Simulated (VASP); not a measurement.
# ZnCu: single point with LDA

ZnCu:

```
Zn Cu
1.0
     3.08291    0.00000    0.00000
     0.00000    3.08291    0.00000
     0.00000    0.00000    3.08291
Zn Cu
1 1
Direct
  0.50000 0.50000 0.50000
  0.00000 0.00000 0.00000
```

This cell differs from its parent crystal: functional LDA, strained.

```yaml
Program: VASP 6.6.1
Task: single point
Functional: LDA
Potentials_or_basis: VASP PAW LDA potentials, release 64 (Zn, Cu)
Cutoff: 520 eV
k_mesh: 14 × 14 × 14
Occupations: gaussian, width 0.1 eV
Spin: no spin polarisation
```

```yaml
Pressure: -18.8 GPa
```

Levels at points of the mesh, in eV from the Fermi level:
| k point | band 8 | band 9 | band 10 | band 11 | band 12 | band 13 | band 14 | band 15 |
| --- | --- | --- | --- | --- | --- | --- | --- | --- |
| (0.00, 0.00, 0.00) | -3.24 | -2.55 | -2.55 | -2.55 | 5.70 | 5.70 | 5.70 | 10.05 |
| (0.50, 0.00, 0.00) | -3.28 | -2.98 | -2.98 | -2.60 | -1.93 | 10.49 | 10.49 | 11.20 |
| (0.50, 0.50, 0.00) | -2.69 | -2.69 | -2.34 | -1.46 | -1.46 | 1.13 | 1.57 | 12.37 |
| (0.50, 0.50, 0.50) | -3.78 | -2.32 | -2.32 | 2.77 | 4.08 | 4.08 | 4.08 | 4.12 |

Wall time 47 s on 1 thread of Intel(R) Xeon(R) Platinum 8375C CPU @ 2.90GHz (Ice Lake), with other jobs on the host, peak memory 0.18 GiB.

Caveat: the cell differs from its parent crystal (functional LDA, strained).
